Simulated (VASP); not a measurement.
Write the native input for VASP 6.6.1 that does the following.

```yaml
Task: single point
Functional: r2SCAN
Dispersion: D3(BJ)
Potentials_or_basis: VASP PAW PBE potentials, release 64 (Cl)
Cutoff: 520 eV
k_mesh: 1 × 1 × 1
Occupations: fermi-dirac, width 0.02 eV
Spin: no spin polarisation
Dipole_correction: no
Further_INCAR_settings: ALGO = Normal; EDIFF = 1e-06; NBANDS = 54
```

System: Cl.

```
CELL_PARAMETERS angstrom
7.11379 0.00000 0.00000
0.00000 7.11379 0.00000
0.00000 0.00000 7.11379
ATOMIC_POSITIONS crystal
Cl 0.08562 0.25521 0.89449
Cl 0.95320 0.27318 0.14008
Cl 0.69329 0.72625 0.31899
Cl 0.38507 0.71468 0.30718
Cl 0.49208 0.15341 0.10896
Cl 0.59764 0.00344 0.89981
Cl 0.04455 0.73993 0.67261
Cl 0.29812 0.87596 0.72311
Cl 0.67341 0.45810 0.72449
Cl 0.73005 0.26515 0.52921
Cl 0.03965 0.73062 0.31655
Cl 0.01959 0.72873 0.00487
```

One way to write it, as run:

POSCAR

```
Cl
1.0
    7.1137870000      0.0000000000      0.0000000000
    0.0000000000      7.1137870000      0.0000000000
    0.0000000000      0.0000000000      7.1137870000
Cl
12
Direct
    1.0856247021      0.2552069502      0.8944928615
    0.9531950942      0.2731825472      1.1400755473
    0.6932925661      0.7262547955      0.3189919503
    0.3850693879      0.7146759406      0.3071764155
    0.4920755434      0.1534135100      0.1089625253
    0.5976408911      0.0034420274     -0.1001921495
    0.0445483836      0.7399314505      0.6726146798
    0.2981209382      0.8759607382      0.7231133480
    0.6734054294      0.4581000789      0.7244880688
    0.7300517951      0.2651507995      0.5292080679
    0.0396497190      0.7306193645      0.3165450978
    0.0195934500      0.7287289976      0.0048736875
```

INCAR.step1

```
SYSTEM = Cl
PREC = Accurate
ENCUT = 520
ISMEAR = -1
SIGMA = 0.02
LREAL = .FALSE.
LASPH = .TRUE.
NELM = 100
NBANDS = 54
GGA = PE
ALGO = Normal
EDIFF = 1E-4
LWAVE = .TRUE.
LCHARG = .FALSE.
```

INCAR.step2

```
SYSTEM = Cl
PREC = Accurate
ENCUT = 520
EDIFF = 1E-6
ISMEAR = -1
SIGMA = 0.02
LREAL = .FALSE.
LASPH = .TRUE.
NELM = 100
ALGO = Normal
ISIF = 2
LWAVE = .FALSE.
LCHARG = .FALSE.
METAGGA = R2SCAN
LMIXTAU = .TRUE.
IVDW = 12
VDW_S6 = 1.0
VDW_S8 = 0.78981345
VDW_A1 = 0.49484001
VDW_A2 = 5.73083694
NBANDS = 54
ISTART = 1
```

KPOINTS

```
Automatic mesh
0
G
  1 1 1
  0 0 0
```

Potentials or basis: VASP PAW PBE potentials, release 64 (Cl).

Run with:

```sh
$ cat potpaw_PBE.64/Cl/POTCAR > POTCAR
$ cp INCAR.step1 INCAR
$ mpirun -np 1 vasp_gam > vasp.out
$ cp INCAR.step2 INCAR
$ mpirun -np 1 vasp_gam > vasp.out
```

Results of the run:

The pressure is -0.1 GPa and the largest force is 0.297 eV/Å. The dispersion energy per atom is -0.072 eV.

Caveat: the k points lie up to 0.88 Å⁻¹ apart; the PAW data sets were made with another functional, which shifts forces and pressure a little.

It took 52 s on 1 thread of Intel(R) Xeon(R) 6975P-C (Granite Rapids), with other jobs on the host, peak memory 0.39 GiB.
